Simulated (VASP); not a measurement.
Input of a VASP 6.6.1 run:

File INCAR:

```
PREC = Accurate
ENCUT = 520
EDIFF = 1E-7
ISMEAR = 0
SIGMA = 0.1
LREAL = False
LASPH = True
NELM = 150
ALGO = Normal
ISIF = 2
LWAVE = False
LCHARG = False
ISPIN = 2
MAGMOM = 0 0 0 0 -1 1 1 0 0 0 0
LORBIT = 11
LMAXMIX = 4
GGA = PE
NBANDS = 47
```

Contents of KPOINTS:

```
Automatic mesh
0
Gamma
  4 4 4
```

POSCAR

```
Mg4Ti3N4
1.0
    5.0175042352      0.0000000000      0.0000000000
    0.0000000000      5.0175042352      0.0000000000
    0.0000000000      0.0000000000      5.8524286642
Mg Ti N
4 3 4
Direct
    0.3260163378      0.3260163378      0.3216863200
    0.3260163378      0.6739836622      0.6783136800
    0.6739836622      0.3260163378      0.6783136800
    0.6739836622      0.6739836622      0.3216863200
    0.0000000000      0.0000000000      0.5000000000
    0.5000000000      0.0000000000      0.0000000000
    0.0000000000      0.5000000000      0.0000000000
    0.2453133789      0.2453133789      0.6807498038
    0.7546866211      0.7546866211      0.6807498038
    0.2453133789      0.7546866211      0.3192501962
    0.7546866211      0.2453133789      0.3192501962
```

Potentials or basis: VASP PAW PBE potentials, release 64 (Mg, Ti_sv, N).

Launch:

```sh
$ cat potpaw_PBE.64/Mg/POTCAR potpaw_PBE.64/Ti_sv/POTCAR potpaw_PBE.64/N/POTCAR > POTCAR
$ mpirun -np 1 vasp_std > vasp.out
```

**Question.** Estimate the pressure.

**Answer.** 0.0 GPa.

**Question.** Estimate the largest force.

**Answer.** 0.042 eV/Å.

**Question.** What does it give for the net moment?

**Answer.** 0.00 μB per cell.

**Question.** Estimate the band gap on the k mesh.

**Answer.** Zero (filled and empty bands overlap).

Forces on the atoms (eV/Å):
```
Mg  -0.026 -0.026 -0.020
Mg  -0.026  0.026  0.020
Mg   0.026 -0.026  0.020
Mg   0.026  0.026 -0.020
Ti   0.000  0.000  0.000
Ti   0.000  0.000  0.000
Ti   0.000  0.000  0.000
N    0.025  0.025 -0.004
N   -0.025 -0.025 -0.004
N    0.025 -0.025  0.004
N   -0.025  0.025  0.004
```
